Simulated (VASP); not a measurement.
# Al30Ga (a cell with a defect) in VASP: single point with PBE

Aim: the single point of Al30Ga (a cell with a defect) with PBE.

Everything below comes from runs of VASP 6.6.1. Logs are shortened: lines on timing, memory, paths and dates and some standing lists are left out, and cuts for length are marked.

### 1 The cell of the first run

The cell holds a defect, 31 atoms: a = 8.100 Å, b = 8.100 Å, c = 8.100 Å, α = 90.00°, β = 90.00°, γ = 90.00°.

### 2 Single point, PBE

File INCAR:

```
PREC = Accurate
ENCUT = 520
EDIFF = 1E-6
ISMEAR = 0
SIGMA = 0.05
LREAL = Auto
LASPH = T
NELM = 100
ALGO = Normal
ISIF = 2
LWAVE = F
LCHARG = F
GGA = PE
NBANDS = 72
```

File KPOINTS:

```
regular mesh
0
Gamma
  3 3 3
```

File POSCAR:

```
Al30Ga
1.0
    8.1000000000      0.0000000000      0.0000000000
    0.0000000000      8.1000000000      0.0000000000
    0.0000000000      0.0000000000      8.1000000000
Al Ga
30 1
Direct
    0.5000544741      0.0025403271     -0.0016858097
    0.7474596729      0.2499455259     -0.0016858097
    0.7505401951     -0.0005401951      0.2500000000
   -0.0009673416     -0.0010747282      0.0012309656
    0.2511905102      0.2488219671     -0.0005370601
    0.5011780329      0.4988094898     -0.0005370601
    0.7510747282      0.7509673416      0.0012309656
    0.2486079387     -0.0015948396      0.2500000000
    0.5003809373      0.2496190627      0.2500000000
    0.7515948396      0.5013920613      0.2500000000
    0.5000544741      0.0025403271      0.5016858097
    0.7474596729      0.2499455259      0.5016858097
    0.7477590840      0.0022409160      0.7500000000
   -0.0003468418      0.5010266258      0.0010792792
    0.2489733742      0.7503468418      0.0010792792
   -0.0011703548      0.2496161889      0.2500000000
    0.2488690818      0.5011309182      0.2500000000
    0.5003838111      0.7511703548      0.2500000000
   -0.0009673416     -0.0010747282      0.4987690344
    0.2511905102      0.2488219671      0.5005370601
    0.5011780329      0.4988094898      0.5005370601
    0.7510747282      0.7509673416      0.4987690344
    0.2516058699      0.0012713058      0.7500000000
    0.7487286942      0.4983941301      0.7500000000
   -0.0002176797      0.7502176797      0.2500000000
   -0.0003468418      0.5010266258      0.4989207208
    0.2489733742      0.7503468418      0.4989207208
   -0.0011367689      0.2489949497      0.7500000000
    0.5010050503      0.7511367689      0.7500000000
   -0.0003458148      0.7503458148      0.7500000000
    0.2561618978      0.4938381022      0.7500000000
```

Potentials or basis: VASP PAW PBE potentials, release 64 (Al, Ga_d).

On the command line:

```bash
cat potpaw_PBE.64/Al/POTCAR potpaw_PBE.64/Ga_d/POTCAR > POTCAR
mpirun -np 1 vasp_std > vasp.out
```

OUTCAR:

```text
PREC = Accurate
   ENCUT = 520
   EDIFF = 1E-6
   ISMEAR = 0
   LREAL = Auto
   LASPH = T
   NELM = 100
   ISIF = 2
   GGA = PE

 ion  position               nearest neighbor table
   1  0.500  0.003  0.998-   2 2.83   5 2.84  13 2.84  23 2.85   9 2.86  29 2.86   3 2.88   7 2.88
                            18 2.88   8 2.88  15 2.88
   2  0.747  0.250  0.998-   1 2.83   6 2.84  13 2.84  24 2.85   9 2.86  28 2.86   3 2.88   4 2.88
                            16 2.88  10 2.88  14 2.88
   3  0.751  0.999  0.250-   4 2.85   7 2.85  19 2.85  22 2.85  16 2.85  18 2.85  25 2.86   9 2.87
                             1 2.88  11 2.88  12 2.88   2 2.88
   4  0.999  0.999  0.001-   7 2.84   3 2.85  25 2.85   8 2.85  15 2.86  16 2.86  30 2.86  28 2.87
                             5 2.88  13 2.88   2 2.88  23 2.89
   5  0.251  0.249  0.999-  31 2.83   1 2.84  23 2.85   9 2.86   6 2.86   8 2.87  28 2.87   4 2.88
                            17 2.88  16 2.88  14 2.89
   6  0.501  0.499  0.999-  31 2.83   2 2.84  24 2.85   9 2.86   5 2.86  10 2.87  29 2.87   7 2.88
                            17 2.88  18 2.88  15 2.89
   7  0.751  0.751  0.001-   4 2.84   3 2.85  25 2.85  10 2.85  14 2.86  18 2.86  30 2.86  29 2.87
                             6 2.88  13 2.88   1 2.88  24 2.89
   8  0.249  0.998  0.250-  15 2.85  27 2.85  25 2.85   4 2.85  19 2.85  18 2.86   5 2.87  20 2.87
                            16 2.87   9 2.88  11 2.88   1 2.88
   9  0.500  0.250  0.250-   1 2.86   2 2.86  11 2.86  12 2.86   5 2.86   6 2.86  20 2.86  21 2.86
[... 31 lines left out ...]
  25  1.000  0.750  0.250-   8 2.85  10 2.85   4 2.85   7 2.85  19 2.85  22 2.85  14 2.85  15 2.85
                            26 2.85  27 2.85  17 2.85   3 2.86
  26  1.000  0.501  0.499-  10 2.85  25 2.85  17 2.85  22 2.86  27 2.86  16 2.87  30 2.87  24 2.88
                            28 2.88  12 2.88  20 2.89  31 2.91
  27  0.249  0.750  0.499-   8 2.85  25 2.85  17 2.85  19 2.86  26 2.86  18 2.87  30 2.87  23 2.88
                            29 2.88  11 2.88  21 2.89  31 2.91
  28  0.999  0.249  0.750-  13 2.85  24 2.86   2 2.86  12 2.86  23 2.87   4 2.87  19 2.87   5 2.87
                            20 2.87  31 2.88  26 2.88  14 2.88
  29  0.501  0.751  0.750-  13 2.85  23 2.86   1 2.86  11 2.86  24 2.87   7 2.87  22 2.87  21 2.87
                             6 2.87  31 2.88  27 2.88  15 2.88
  30  1.000  0.750  0.750-   4 2.86   7 2.86  19 2.86  22 2.86  14 2.87  15 2.87  26 2.87  27 2.87
                            23 2.88  24 2.88  13 2.89  31 2.94
  31  0.256  0.494  0.750-   5 2.83   6 2.83  20 2.83  21 2.83  28 2.88  29 2.88  26 2.91  27 2.91
                            14 2.91  15 2.91  30 2.94

  LATTYP: Found a simple cubic cell.
 ALAT       =     8.1000000000

  Lattice vectors:

 A1 = (   8.1000000000,   0.0000000000,   0.0000000000)
 A2 = (   0.0000000000,   8.1000000000,   0.0000000000)
 A3 = (   0.0000000000,   0.0000000000,   8.1000000000)

Analysis of symmetry for initial positions (statically):
=====================================================================
[... 182 lines left out ...]
   ISMEAR =     0;   SIGMA  =   0.05  broadening in eV -4-tet -1-fermi 0-gaus
   EFERMI_NEDOS =   21; number of points for ismear=-14 and -15
   IALGO  =     38    algorithm
   IMIX   =      4    mixing-type and parameters
     AMIX     =   0.40;   BMIX     =  1.00
     AMIX_MAG =   1.60;   BMIX_MAG =  1.00
  volume/ion in A,a.u.               =      17.14       115.69
  Fermi-wavevector in a.u.,A,eV,Ry     =   0.947405  1.790335 12.212259  0.897576
  Thomas-Fermi vector in A             =   2.075495
   LORBIT       =      0    0 simple, 1 ext, 2 COOP (PROOUT), +10 PAW based schemes
   GGA     = PE    functional components
   LHFCALC =     F    Hartree Fock is set to
   AEXX    =    0.0000 exact exchange contribution
   IVDW    =     0    specifies the selected vdW correction
   LEPSILON=     F    determine dielectric tensor
   LRPA    =     F    only Hartree local field effects (RPA)
 non-spin polarized calculation
 Gauss-broadening in eV      SIGMA  =   0.05
  energy-cutoff  :      520.00
  volume of cell :      531.44
 maximum number of plane-waves:     14358
   NGX = 31   NGY = 31   NGZ = 31

 number of electron     103.0000006 magnetization

 Free energy of the ion-electron system (eV)
  ---------------------------------------------------
  ext. energy  EPLUGINS =         0.00000000
  ---------------------------------------------------
  free energy    TOTEN  =      -115.09621933 eV

  energy without entropy =     -115.08175589  energy(sigma->0) =     -115.08898761

 E-fermi :   7.4089     XC(G=0): -10.0748

 val. band max:        7.3834804538   @ k =  -0.3333   0.3333   0.3333
 cond. band min:       7.4209644507   @ k =   0.3333   0.3333   0.3333
 fundamental gap:      0.0374839970
 Fermi energy:         7.4088697424

 k-point     1 :       0.0000    0.0000    0.0000
  band No.  band energies     occupation
      1      -7.3500      2.00000
      2      -7.3493      2.00000
      3      -7.3451      2.00000
      4      -7.3378      2.00000
      5      -7.3283      2.00000
      6      -3.4401      2.00000
[... 517 lines left out ...]
     62       9.2570      0.00000
     63       9.4997      0.00000
 [bands above 63 left out]

------------------------ aborting loop because EDIFF is reached ----------------------------------------

  FORCE on cell =-STRESS in cart. coord.  units (eV):
  Direction    XX          YY          ZZ          XY          YZ          ZX
  --------------------------------------------------------------------------------------
  -------------------------------------------------------------------------------------
  Total       -2.9493546     -2.9493546     -4.1652522      1.1678247      0.0000000      0.0000000
  in kB       -8.8916531     -8.8916531    -12.5573161      3.5207336      0.0000000      0.0000000
  external PRESSURE =     -10.1135408 kB  Pullay stress =       0.0000000 kB

 VOLUME and BASIS-vectors are now :
 -----------------------------------------------------------------------------
  energy-cutoff  :      520.00
  volume of cell :      531.44
      direct lattice vectors                 reciprocal lattice vectors
     8.100000000  0.000000000  0.000000000     0.123456790  0.000000000  0.000000000
     0.000000000  8.100000000  0.000000000     0.000000000  0.123456790  0.000000000
     0.000000000  0.000000000  8.100000000     0.000000000  0.000000000  0.123456790

 POSITION                                       TOTAL-FORCE (eV/Angst)
 -----------------------------------------------------------------------------------
      4.05044      0.02058      8.08634         0.001654      0.004593     -0.003243
      6.05442      2.02456      8.08634        -0.004593     -0.001654     -0.003243
      6.07938      8.09562      2.02500         0.000597     -0.000597      0.000000
      8.09216      8.09129      0.00997        -0.004783     -0.000349      0.003975
      2.03464      2.01546      8.09565        -0.001775     -0.004829      0.002119
      4.05954      4.04036      8.09565         0.004829      0.001775      0.002119
[... 23 lines left out ...]
      8.09720      6.07780      6.07500         0.003400     -0.003400      0.000000
      2.07491      4.00009      6.07500         0.014833     -0.014833      0.000000
 -----------------------------------------------------------------------------------
    total drift:                               -0.003390      0.003390      0.000000

  FREE ENERGIE OF THE ION-ELECTRON SYSTEM (eV)
  ---------------------------------------------------
  free  energy   TOTEN  =      -115.0962193334 eV

  energy  without entropy=     -115.0817558937  energy(sigma->0) =     -115.08898761
```

OSZICAR:

```text
N       E                     dE             d eps       ncg     rms          rms(c)
DAV:   1     0.272138804331E+03    0.27214E+03   -0.36421E+04  1152   0.121E+03
DAV:   2    -0.811972035869E+02   -0.35334E+03   -0.33069E+03  1352   0.206E+02
DAV:   3    -0.114301963757E+03   -0.33105E+02   -0.31057E+02  1360   0.639E+01
DAV:   4    -0.116013877496E+03   -0.17119E+01   -0.16738E+01  1416   0.138E+01
DAV:   5    -0.116077071265E+03   -0.63194E-01   -0.62955E-01  1552   0.299E+00    0.722E+00
DAV:   6    -0.115381572693E+03    0.69550E+00   -0.11091E+00  1480   0.432E+00    0.426E+00
DAV:   7    -0.115149629277E+03    0.23194E+00   -0.25079E-01  1368   0.143E+00    0.154E+00
DAV:   8    -0.115098976636E+03    0.50653E-01   -0.39264E-02  1424   0.594E-01    0.504E-01
DAV:   9    -0.115096540765E+03    0.24359E-02   -0.32954E-03  1416   0.177E-01    0.319E-01
DAV:  10    -0.115096237309E+03    0.30346E-03   -0.73176E-04  1504   0.768E-02    0.800E-02
DAV:  11    -0.115096222203E+03    0.15106E-04   -0.11935E-04  1416   0.317E-02    0.241E-02
DAV:  12    -0.115096219191E+03    0.30123E-05   -0.19408E-05  1528   0.129E-02    0.130E-02
DAV:  13    -0.115096219333E+03   -0.14256E-06   -0.33994E-06  1264   0.579E-03
   1 F= -.11509622E+03 E0= -.11508899E+03  d E =-.144634E-01
```

stdout:

```text
POSCAR found type information on POSCAR AlGa
 POSCAR found :  2 types and      31 ions
 scaLAPACK will be used
 LDA part: xc-table for (Slater+PW92), standard interpolation
 POSCAR, INCAR and KPOINTS ok, starting setup
 FFT: planning ... GRIDC
 FFT: planning ... GRID_SOFT
 FFT: planning ... GRID
 WAVECAR not read
 entering main loop
```

Wall time 10 min (1 thread of Intel Xeon 8259CL, shared host); peak memory 0.58 GiB.

Results:

* Free energy: -115.0962 eV
* Pressure: -1.0 GPa
* Largest force: 0.021 eV/Å
* Band gap on the k mesh: zero (an odd number of electrons rules out a gap without spin polarisation)

Forces on the atoms (eV/Å):
```
Al   0.002  0.005 -0.003
Al  -0.005 -0.002 -0.003
Al   0.001 -0.001  0.000
Al  -0.005  0.000  0.004
Al  -0.002 -0.005  0.002
Al   0.005  0.002  0.002
Al   0.000  0.005  0.004
Al  -0.003 -0.009  0.000
Al   0.004 -0.004  0.000
Al   0.009  0.003  0.000
Al   0.002  0.005  0.003
Al  -0.005 -0.002  0.003
Al  -0.003  0.003  0.000
Al   0.001  0.009 -0.001
Al  -0.009 -0.001 -0.001
Al  -0.007 -0.002  0.000
Al  -0.002  0.002  0.000
Al   0.002  0.007  0.000
Al  -0.005  0.000 -0.004
Al  -0.002 -0.005 -0.002
Al   0.005  0.002 -0.002
Al   0.000  0.005 -0.004
Al   0.005 -0.002  0.000
Al   0.002 -0.005  0.000
Al   0.002 -0.002  0.000
Al   0.001  0.009  0.001
Al  -0.009 -0.001  0.001
Al  -0.008 -0.005  0.000
Al   0.005  0.008  0.000
Al   0.003 -0.003  0.000
Ga   0.015 -0.015  0.000
```

The gap in the log of VASP goes by the Fermi energy; the results here count the filled bands.